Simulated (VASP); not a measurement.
# Ir (Fd-3m) in VASP: a series of runs

The runs below take Ir through relaxation of cell and atoms, single point, with RPBE.

Everything below comes from runs of VASP 6.6.1. Logs are shortened: lines on timing, memory, paths and dates and some standing lists are left out, and cuts for length are marked.

### Step 1. The cell of the first run

The structure is cubic, space group Fd-3m (No. 227). Conventional cell: a = 5.346 Å, b = 5.346 Å, c = 5.346 Å, α = 90.00°, β = 90.00°, γ = 90.00°. Within 3.1 Å of Ir (site symmetry -43m) lie 4 Ir at 2.32 Å.

### Step 2. Relaxation of cell and atoms, RPBE

INCAR reads:

```
PREC = Accurate
ENCUT = 600
EDIFF = 1E-7
ISMEAR = -1
SIGMA = 0.1
LREAL = False
LASPH = True
NELM = 80
ALGO = Normal
ISIF = 3
LWAVE = False
LCHARG = False
GGA = RP
IBRION = 2
NSW = 80
EDIFFG = -0.01
```

KPOINTS reads:

```
regular mesh
0
Gamma
  10 10 10
```

POSCAR reads:

```
Ir
1.0
    0.0000000000      2.6731374252      2.6731374252
    2.6731374252      0.0000000000      2.6731374252
    2.6731374252      2.6731374252      0.0000000000
Ir
2
Direct
    0.1250000000      0.1250000000      0.1250000000
    0.8750000000      0.8750000000      0.8750000000
```

Potentials or basis: VASP PAW PBE potentials, release 64 (Ir).

Run with:

```console
$ cat potpaw_PBE.64/Ir/POTCAR > POTCAR
$ mpirun -np 1 vasp_std > vasp.out
```

OUTCAR:

```text
PREC = Accurate
   ENCUT = 600
   EDIFF = 1E-7
   ISMEAR = -1
   LREAL = False
   LASPH = True
   NELM = 80
   ISIF = 3
   GGA = RP
   IBRION = 2
   NSW = 80
   EDIFFG = -0.01

 ion  position               nearest neighbor table
   1  0.125  0.125  0.125-   2 2.32   2 2.32   2 2.32   2 2.32
   2  0.875  0.875  0.875-   1 2.32   1 2.32   1 2.32   1 2.32

  LATTYP: Found a face centered cubic cell.
 ALAT       =     5.3462748504

  Lattice vectors:

 A1 = (   0.0000000000,   2.6731374252,   2.6731374252)
 A2 = (   2.6731374252,   0.0000000000,   2.6731374252)
 A3 = (   2.6731374252,   2.6731374252,   0.0000000000)

Analysis of symmetry for initial positions (statically):
=====================================================================
 Subroutine PRICEL returns:
 Original cell was already a primitive cell.

 Routine SETGRP: Setting up the symmetry group for a
 face centered cubic supercell.

 Subroutine GETGRP returns: Found 48 space group operations
 (whereof 12 operations were pure point group operations)
 out of a pool of 48 trial point group operations.

The static configuration has the point symmetry D_3d.
 The point group associated with its full space group is O_h .

Analysis of symmetry for dynamics (positions and initial velocities):
=====================================================================
 Subroutine PRICEL returns:
 Original cell was already a primitive cell.

 Routine SETGRP: Setting up the symmetry group for a
 face centered cubic supercell.

 Subroutine GETGRP returns: Found 48 space group operations
 (whereof 12 operations were pure point group operations)
 out of a pool of 48 trial point group operations.

The dynamic configuration has the point symmetry D_3d.
 The point group associated with its full space group is O_h .

 Subroutine INISYM returns: Found 48 space group operations
 (whereof 12 operations are pure point group operations),
 and found     1 'primitive' translations

----------------------------------------------------------------------------------------

                                     Primitive cell

  volume of cell :      38.2027

  direct lattice vectors                    reciprocal lattice vectors
     0.000000000  2.673137425  2.673137425    -0.187046126  0.187046126  0.187046126
[... 67 lines left out ...]
 [... further k-points ...]
   k-points           NKPTS =     47   k-points in BZ     NKDIM =     47   number of bands    NBANDS=     13
   number of dos      NEDOS =    301   number of ions     NIONS =      2
   total plane-waves  NPLWV =  27000
   dimension x,y,z NGX =    30 NGY =   30 NGZ =   30
   dimension x,y,z NGXF=    60 NGYF=   60 NGZF=   60
   ions per type =               2
   NGX,Y,Z   is equivalent  to a cutoff of  13.19, 13.19, 13.19 a.u.
   NGXF,Y,Z  is equivalent  to a cutoff of  26.39, 26.39, 26.39 a.u.
 SYSTEM =  unknown system
   PREC   = accura    normal or accurate (medium, high low for compatibility)
   ISTART =      0    job   : 0-new  1-cont  2-samecut
   ICHARG =      2    charge: 1-file 2-atom 10-const
   ISPIN  =      1    spin polarized calculation?
   LNONCOLLINEAR =      F non collinear calculations
   LSORBIT =      F    spin-orbit coupling
   LASPH  =      T    aspherical Exc in radial PAW
   ENCUT  =  600.0 eV  44.10 Ry    6.64 a.u.   7.55  7.55  7.55*2*pi/ulx,y,z
   NELM   =     80;   NELMIN=  2; NELMDL= -5     # of ELM steps
   EDIFF  = 0.1E-06   stopping-criterion for ELM
   LREAL  =      F    real-space projection
   EDIFFG = -.1E-01   stopping-criterion for IOM
   NSW    =     80    number of steps for IOM
   IBRION =      2    ionic relax: 0-MD 1-quasi-New 2-CG
   NFREE  =      1    steps in history (QN), initial steepest desc. (CG)
   ISIF   =      3    stress and relaxation
   ISYM   =      2    0-nonsym 1-usesym 2-fastsym
   POTIM  = 0.5000    time-step for ionic-motion
   TEBEG  =    0.0;   TEEND  =   0.0 temperature during run
   PSTRESS=    0.0 pullay stress
   NELECT =      18.0000    total number of electrons
   NUPDOWN=      -1.0000    fix difference up-down
   EMIN   =  10.00;   EMAX   =-10.00  energy-range for DOS
   EFERMI =   0.00;   METHOD = LEGACY
   ISMEAR =    -1;   SIGMA  =   0.10  broadening in eV -4-tet -1-fermi 0-gaus
   EFERMI_NEDOS =   21; number of points for ismear=-14 and -15
   IALGO  =     38    algorithm
   IMIX   =      4    mixing-type and parameters
     AMIX     =   0.40;   BMIX     =  1.00
     AMIX_MAG =   1.60;   BMIX_MAG =  1.00
  volume/ion in A,a.u.               =      19.10       128.90
  Fermi-wavevector in a.u.,A,eV,Ry     =   1.273897  2.407317 22.079726  1.622814
  Thomas-Fermi vector in A             =   2.406695
   LORBIT       =      0    0 simple, 1 ext, 2 COOP (PROOUT), +10 PAW based schemes
   GGA     = RP    functional components
   LHFCALC =     F    Hartree Fock is set to
   AEXX    =    0.0000 exact exchange contribution
   IVDW    =     0    specifies the selected vdW correction
   LEPSILON=     F    determine dielectric tensor
   LRPA    =     F    only Hartree local field effects (RPA)
 conjugate gradient relaxation of ions
 non-spin polarized calculation
  energy-cutoff  :      600.00
  volume of cell :       38.20
 maximum number of plane-waves:      1298
   NGX = 15   NGY = 15   NGZ = 15

--------------------------------------- Ionic step        1  -------------------------------------------

 number of electron      18.0000001 magnetization

 Free energy of the ion-electron system (eV)
  ---------------------------------------------------
  ext. energy  EPLUGINS =         0.00000000
  ---------------------------------------------------
  free energy    TOTEN  =       -14.06980585 eV

  energy without entropy =      -14.01008218  energy(sigma->0) =      -14.03994401

------------------------ aborting loop because EDIFF is reached ----------------------------------------

  FORCE on cell =-STRESS in cart. coord.  units (eV):
  Direction    XX          YY          ZZ          XY          YZ          ZX
  --------------------------------------------------------------------------------------
  -------------------------------------------------------------------------------------
  Total        7.7508793      7.7508793      7.7508793     -0.0000000      0.0000000      0.0000000
  in kB      325.0631214    325.0631214    325.0631214     -0.0000000      0.0000000      0.0000000
  external PRESSURE =     325.0631214 kB  Pullay stress =       0.0000000 kB
[... 917 lines left out ...]
--------------------------------------- Ionic step        5  -------------------------------------------

 number of electron      18.0000002 magnetization

 Free energy of the ion-electron system (eV)
  ---------------------------------------------------
  ext. energy  EPLUGINS =         0.00000000
  ---------------------------------------------------
  free energy    TOTEN  =       -14.56835666 eV

  energy without entropy =      -14.49514054  energy(sigma->0) =      -14.53174860

 E-fermi :   5.1141     XC(G=0): -10.9778

 val. band max:        4.9489522721   @ k =  -0.2000   0.2000   0.0000
 cond. band min:       5.1193329067   @ k =   0.5000   0.2000   0.1000
 fundamental gap:      0.1703806346
 Fermi energy:         5.1140666070
[... 413 lines left out ...]
  FREE ENERGIE OF THE ION-ELECTRON SYSTEM (eV)
  ---------------------------------------------------
  free  energy   TOTEN  =       -14.5683566632 eV

  energy  without entropy=      -14.4951405443  energy(sigma->0) =      -14.53174860

 reached required accuracy - stopping structural energy minimisation
```

OSZICAR:

```text
N       E                     dE             d eps       ncg     rms          rms(c)
DAV:   1     0.158540189767E+03    0.15854E+03   -0.90225E+03  1222   0.148E+03
DAV:   2    -0.641727382737E+01   -0.16496E+03   -0.15050E+03  1232   0.361E+02
DAV:   3    -0.146572359419E+02   -0.82400E+01   -0.78478E+01  1550   0.862E+01
[... 51 lines left out ...]
DAV:   2    -0.145684290317E+02    0.23905E-02   -0.65611E-03  1252   0.996E-01    0.856E-02
DAV:   3    -0.145683468455E+02    0.82186E-04   -0.50974E-04  1699   0.229E-01    0.533E-02
DAV:   4    -0.145683576845E+02   -0.10839E-04   -0.51761E-05  1257   0.747E-02    0.787E-03
DAV:   5    -0.145683565756E+02    0.11089E-05   -0.67548E-06  1454   0.299E-02    0.249E-03
DAV:   6    -0.145683566632E+02   -0.87553E-07   -0.36254E-07  1307   0.525E-03
   5 F= -.14568357E+02 E0= -.14531749E+02  d E =-.498551E+00
```

CONTCAR:

```text
Ir
   1.00000000000000
    -0.0000000000000000    2.7981055422283316    2.7981055422283316
     2.7981055422283316    0.0000000000000000    2.7981055422283316
     2.7981055422283316    2.7981055422283316    0.0000000000000000
  Ir
     2
Direct
     0.1250000000000000    0.1250000000000000    0.1250000000000000
     0.8750000000000000    0.8750000000000000    0.8750000000000000

  0.00000000E+00  0.00000000E+00  0.00000000E+00
  0.00000000E+00  0.00000000E+00  0.00000000E+00
```

It took 64 s on 1 thread of Intel Xeon Platinum 8488C (Sapphire Rapids), shared host; peak memory 0.19 GiB.

Results:

* Free energy: -14.5684 eV
* Relaxed volume: 21.91 Å³/atom
* Relaxed cell: a = 3.957 Å, b = 3.957 Å, c = 3.957 Å, α = 60.00°, β = 60.00°, γ = 60.00°
* Space group after relaxing (to 0.05 Å): Fd-3m (No. 227)
* Energy gained by relaxing: 249.3 meV/atom
* Ionic steps: 5
* Pressure after relaxing: 0.0 GPa
* Band gap on the k mesh: zero (band 9 reaches 6.05 eV, above the bottom of band 10 at 4.45 eV)

The path:
```
step  energy change (eV)  largest force (eV/Å)  pressure (GPa)  volume (Å³)
   1              0.0000                0.0000           32.51        38.20
   2              1.7336                0.0000          -23.54        63.89
   3             -0.4887                0.0000           -3.35        44.73
   4             -0.4981                0.0000           -0.69        44.00
   5             -0.4986                0.0000            0.01        43.81
```

Final structure:
```
Ir
1.0
     0.00000    2.79811    2.79811
     2.79811    0.00000    2.79811
     2.79811    2.79811    0.00000
Ir
2
Cartesian
  0.6995 0.6995 0.6995
  4.8967 4.8967 4.8967
```

Caveat: the PAW data sets were made with another functional, which shifts forces and pressure a little; spin-orbit coupling is left out, which moves the levels of the heavy elements.

### Step 3. Single point, RPBE

This run uses another cell than the first one, of 21.95 Å³/atom, 1.149 times its volume.

INCAR reads:

```
SYSTEM = Ir
  PREC = Accurate
  ENCUT = 520
  EDIFF = 1E-7
  ISMEAR = -1
  SIGMA = 0.1
  LREAL = .False.
  LASPH = .True.
  NELM = 60
  ALGO = Normal
  ISIF = 2
  LWAVE = .False.
  LCHARG = .True.
  GGA = RP
  LELF = .True.
  LVHAR = .True.
  NBANDS = 16
```

KPOINTS reads:

```
regular mesh
0
Gamma
  16 16 16
  0 0 0
```

POSCAR reads:

```
Ir
1.0
    0.0000000000      2.7997844409      2.7997844409
    2.7997844409      0.0000000000      2.7997844409
    2.7997844409      2.7997844409      0.0000000000
Ir
2
Direct
    0.1250000000      0.1250000000      0.1250000000
    0.8750000000      0.8750000000      0.8750000000
```

Potentials or basis: VASP PAW PBE potentials, release 64 (Ir).

Run with:

```console
$ cat potpaw_PBE.64/Ir/POTCAR > POTCAR
$ mpirun -np 1 vasp_std > vasp.out
```

Run time: 57 s. Hardware: 1 thread of Intel Xeon Platinum 8488C (Sapphire Rapids), shared host; peak memory 0.23 GiB.

The run converged. Its results:

| Quantity | Value |
| --- | --- |
| Free energy | -14.5678 eV |
| Pressure | -0.4 GPa |
| Band gap on the k mesh | zero (band 9 reaches 6.10 eV, above the bottom of band 10 at 4.51 eV) |

Levels at points of the mesh, in eV from the Fermi level:
| k point | band 6 | band 7 | band 8 | band 9 | band 10 | band 11 | band 12 | band 13 |
| --- | --- | --- | --- | --- | --- | --- | --- | --- |
| (0.00, 0.00, 0.00) | -4.55 | -1.69 | -1.69 | -1.69 | 0.74 | 0.74 | 10.83 | 10.93 |
| (0.50, 0.00, 0.00) | -4.55 | -1.82 | -0.99 | -0.99 | 0.23 | 0.23 | 1.42 | 8.61 |
| (0.50, 0.50, 0.00) | -3.58 | -2.40 | -2.40 | 0.55 | 0.55 | 1.93 | 1.93 | 3.77 |

Caveat: the PAW data sets were made with another functional, which shifts forces and pressure a little; spin-orbit coupling is left out, which moves the levels of the heavy elements.
